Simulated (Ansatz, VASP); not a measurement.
**Two plane-wave programs on KCl**

POSCAR

```
KCl
1.0
    0.0000000000      3.4286189488      2.6743227801
    3.4286189488      0.0000000000      2.6743227801
    3.4286189488      3.4286189488      0.0000000000
K Cl
1 1
Direct
    0.0000000000      0.0000000000      0.0000000000
    0.5000000000      0.5000000000      0.5000000000
```

INCAR.step1

```
  PREC = Accurate
  ENCUT = 520
  ISMEAR = 0
  SIGMA = 0.05
  LREAL = F
  LASPH = T
  NELM = 100
  NBANDS = 15
  GGA = PE
  ALGO = Normal
  EDIFF = 1E-4
  LWAVE = T
  LCHARG = F
```

INCAR.step2

```
  PREC = Accurate
  ENCUT = 520
  EDIFF = 1E-7
  ISMEAR = 0
  SIGMA = 0.05
  LREAL = F
  LASPH = T
  NELM = 100
  ALGO = Normal
  ISIF = 2
  LWAVE = F
  LCHARG = F
  METAGGA = R2SCAN
  LMIXTAU = T
  NBANDS = 15
  ISTART = 1
```

Contents of KPOINTS:

```
regular mesh
0
Gamma
  8 8 8
```

Input for Ansatz:

```yaml
crystal:
  lattice:
    - [0.0, 3.4286189488, 2.6743227801]
    - [3.4286189488, 0.0, 2.6743227801]
    - [3.4286189488, 3.4286189488, 0.0]
  atoms:
    - { symbol: K, position: [0.0, 0.0, 0.0] }
    - { symbol: Cl, position: [0.5, 0.5, 0.5] }
basis:
  ecutwfc: 500
kpoints:
  mp_grid: { grid: [8, 8, 8] }
hamiltonian:
  xc: r2scan
scf:
  occupations: { method: gaussian, width: 0.05 }
output:
  forces: true
  stress: true
  eigenvalues: true
```

Alike in both runs: task single point; functional r2SCAN; k mesh 8 × 8 × 8; occupations gaussian, width 0.05 eV; no spin polarisation.

|  | VASP | Ansatz |
| --- | --- | --- |
| version | VASP 6.6.1 | Ansatz 0.2.0 |
| potentials or method | VASP PAW PBE potentials, release 64 (K_sv, Cl), cutoff 520 eV | scalar-relativistic, plane waves, PAW |
| valence electrons in the cell | 16 | 16 |

Ansatz gave:

| Quantity | Value |
| --- | --- |
| gap on the k mesh at the Fermi level (eV) | 5.15 |
| least direct gap on the mesh (eV) | 5.15 |
| pressure (GPa) | 4.3 |
| traceless stress, the component that is largest in VASP (GPa) | 12.19 |

**Question.** Which values does VASP return?

**Answer.** gap on the k mesh at the Fermi level (eV): 5.16; least direct gap on the mesh (eV): 5.16; pressure (GPa): 4.3; traceless stress, the component that is largest in VASP (GPa): 12.38.

VASP's potentials were made for PBE, not for r2SCAN.
